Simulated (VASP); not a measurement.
A run of VASP 6.6.1:

INCAR

```
SYSTEM = B48N47
PREC = Accurate ; ENCUT = 520
EDIFF = 1E-6 ; ISMEAR = -1
SIGMA = 0.05 ; LREAL = Auto
LASPH = .True. ; NELM = 120
ALGO = Normal ; ISIF = 2
LWAVE = .False. ; LCHARG = .True.
GGA = PS ; LELF = .True.
LVHAR = .True. ; NELECT = 380.0
ISYM = -1 ; NBANDS = 242
GGA_COMPAT = .False.
```

KPOINTS

```
explicit points
1
Reciprocal
  0.25000000   0.25000000   0.25000000 1
```

The input POSCAR:

```
B48N47
1.0
    7.6229900000      0.0000000000      0.0000000000
    0.0000000000      8.8022710000      0.0000000000
    0.0000000000      0.0000000000      8.4065820000
B N
48 47
Direct
    0.9998190000      0.1669670000      0.0003550000
    0.9975030000      0.1670510000      0.4998020000
    0.3330950000      0.1666750000      0.0016560000
    0.3303120000      0.1640260000      0.5000120000
    0.1664680000      0.4167860000      0.0017570000
    0.1615220000      0.4126790000      0.4994750000
    0.0017310000      0.6669110000      0.9992140000
    0.0062490000      0.6672300000      0.4987480000
    0.6664200000      0.1675620000      0.0018310000
    0.6627010000      0.1721980000      0.5005170000
    0.5000400000      0.4183620000      0.0044120000
    0.4702670000      0.4250990000      0.5148890000
    0.3352350000      0.6676330000      0.0012680000
    0.3669230000      0.6046700000      0.5051620000
    0.1676100000      0.9166060000      0.9992640000
    0.1709150000      0.9147280000      0.4970180000
    0.8331360000      0.4173190000      0.0010540000
    0.8270660000      0.4188750000      0.5000410000
    0.6688080000      0.6681090000      0.9989430000
    0.6662500000      0.6726660000      0.4904500000
    0.5005940000      0.9170990000      0.9990090000
    0.4972600000      0.9175960000      0.4966140000
    0.8341620000      0.9172170000      0.9987900000
    0.8340510000      0.9181720000      0.4985740000
    0.1659410000      0.0840200000      0.2506830000
    0.1665310000      0.0814100000      0.7497440000
    0.9984230000      0.3348050000      0.2509310000
    0.9986370000      0.3327940000      0.7505630000
    0.5002200000      0.0849220000      0.2508840000
    0.4992320000      0.0822210000      0.7498890000
    0.3322660000      0.3343100000      0.2536530000
    0.3318280000      0.3308590000      0.7542490000
    0.1704490000      0.5837890000      0.2513110000
    0.1694430000      0.5813730000      0.7489100000
    0.0017890000      0.8343730000      0.2492010000
    0.0013860000      0.8324730000      0.7481580000
    0.8328240000      0.0856140000      0.2503500000
    0.8326200000      0.0827930000      0.7495370000
    0.6640010000      0.3379080000      0.2549760000
    0.6650230000      0.3316620000      0.7528620000
    0.5056830000      0.5940200000      0.2516710000
    0.5010580000      0.5797180000      0.7538370000
    0.3344150000      0.8372470000      0.2538610000
    0.3351270000      0.8296080000      0.7449540000
    0.8355090000      0.5853860000      0.2490150000
    0.8336410000      0.5829700000      0.7471780000
    0.6683910000      0.8367160000      0.2480420000
    0.6659910000      0.8325030000      0.7467100000
    0.9995300000      0.1683210000      0.1872680000
    0.9990690000      0.1658180000      0.6875920000
    0.3333730000      0.1677840000      0.1880050000
    0.3320420000      0.1647580000      0.6885660000
    0.1664270000      0.4172900000      0.1880310000
    0.1648860000      0.4143850000      0.6884740000
    0.0026840000      0.6675500000      0.1865750000
    0.0023060000      0.6657700000      0.6858000000
    0.6661470000      0.1695710000      0.1888460000
    0.6660360000      0.1663040000      0.6881790000
    0.4994430000      0.4219670000      0.1943510000
    0.4981070000      0.4111980000      0.6972050000
    0.3362630000      0.6691440000      0.1891990000
    0.3393320000      0.6597480000      0.6864960000
    0.1669120000      0.9182400000      0.1855430000
    0.1678090000      0.9146740000      0.6859610000
    0.8328160000      0.4188430000      0.1878660000
    0.8315730000      0.4163570000      0.6879460000
    0.6706100000      0.6705250000      0.1848380000
    0.6651390000      0.6648580000      0.6822530000
    0.5019690000      0.9188970000      0.1851810000
    0.5002520000      0.9160580000      0.6855630000
    0.8347920000      0.9188820000      0.1859840000
    0.8337900000      0.9160030000      0.6858580000
    0.1627000000      0.0833860000      0.4373440000
    0.1664380000      0.0833200000      0.9373100000
    0.9936260000      0.3333040000      0.4377520000
    0.9993700000      0.3335220000      0.9380700000
    0.5003790000      0.0865770000      0.4375260000
    0.4999270000      0.0838740000      0.9374960000
    0.3243540000      0.3259550000      0.4395180000
    0.3325840000      0.3332190000      0.9411430000
    0.1724850000      0.5779380000      0.4359890000
    0.1682750000      0.5832310000      0.9375650000
    0.0014440000      0.8333570000      0.4357430000
    0.0007380000      0.8333960000      0.9359600000
    0.8312570000      0.0858680000      0.4372030000
    0.8330350000      0.0837820000      0.9372560000
    0.6582610000      0.3419400000      0.4401890000
    0.6665840000      0.3336830000      0.9406340000
    0.5022340000      0.5837660000      0.9400490000
    0.3355310000      0.8445010000      0.4316600000
    0.3343270000      0.8328520000      0.9356040000
    0.8328740000      0.5852040000      0.4351960000
    0.8342800000      0.5838980000      0.9357510000
    0.6680580000      0.8370000000      0.4344590000
    0.6674610000      0.8337470000      0.9347880000
```

Potentials or basis: VASP PAW PBE potentials, release 64 (B, N).

Run with:

```console
$ cat potpaw_PBE.64/B/POTCAR potpaw_PBE.64/N/POTCAR > POTCAR
$ mpirun -np 1 vasp_std > vasp.out
```

Hardware: 1 thread of Intel(R) Xeon(R) Platinum 8375C CPU @ 2.90GHz (Ice Lake), with other jobs on the host.

How long does it take, and how much memory?

Run time: 9 min on 1 thread of Intel(R) Xeon(R) Platinum 8375C CPU @ 2.90GHz (Ice Lake), on a shared host, peak memory 0.61 GiB. Counts: scf iterations 16, k points 1.
